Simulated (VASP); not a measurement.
Set up this calculation in VASP 6.6.1, as the native input.

```
Task                   : single point
Functional             : PBE
Potentials or basis    : VASP PAW PBE potentials, release 64 (Zr_sv, Pd, Se)
Cutoff                 : 520 eV
k mesh                 : 6 × 6 × 4
Occupations            : gaussian, width 0.1 eV
Spin                   : no spin polarisation
Dipole correction      : no
Further INCAR settings : ALGO = Normal; EDIFF = 1e-07; NBANDS = 32
```

The structure of ZrPdSe4 lies in POSCAR:

```
ZrPdSe4
1.0
    4.9278109885      0.0000000000      0.0000000000
   -2.4639054943      4.2676095011      0.0000000000
    0.0000000000      0.0000000000      5.7459167424
Zr Pd Se
1 1 4
Direct
    0.0000000000      0.0000000000      0.5000000000
    0.0000000000      0.0000000000      0.0000000000
    0.6666666667      0.3333333333      0.2748661719
    0.3333333333      0.6666666667      0.7251338281
    0.3333333333      0.6666666667      0.2748661719
    0.6666666667      0.3333333333      0.7251338281
```

The cell was built from a structure type or drawn by symmetry, and may not be a known phase.

These files were run (other wordings do the same):

INCAR

```
SYSTEM = ZrPdSe4
PREC = Accurate ; ENCUT = 520
EDIFF = 1E-7 ; ISMEAR = 0
SIGMA = 0.1 ; LREAL = .False.
LASPH = .True. ; NELM = 80
ALGO = Normal ; ISIF = 2
LWAVE = .False. ; LCHARG = .False.
GGA = PE ; NBANDS = 32
```

KPOINTS

```
Automatic mesh
0
Gamma
  6 6 4
  0 0 0
```

Potentials or basis: VASP PAW PBE potentials, release 64 (Zr_sv, Pd, Se).

Launch:

```bash
$ cat potpaw_PBE.64/Zr_sv/POTCAR potpaw_PBE.64/Pd/POTCAR potpaw_PBE.64/Se/POTCAR > POTCAR
$ mpirun -np 1 vasp_std > vasp.out
```

It gave:

| Quantity | Value |
| --- | --- |
| Pressure | 0.1 GPa |
| Largest force | 0.023 eV/Å |
| Band gap on the k mesh | zero (bands 23 and 24 overlap by 1.35 eV) |

It took 54 s on 1 thread of Intel(R) Xeon(R) 6975P-C (Granite Rapids) (shared host), peak memory 0.31 GiB.
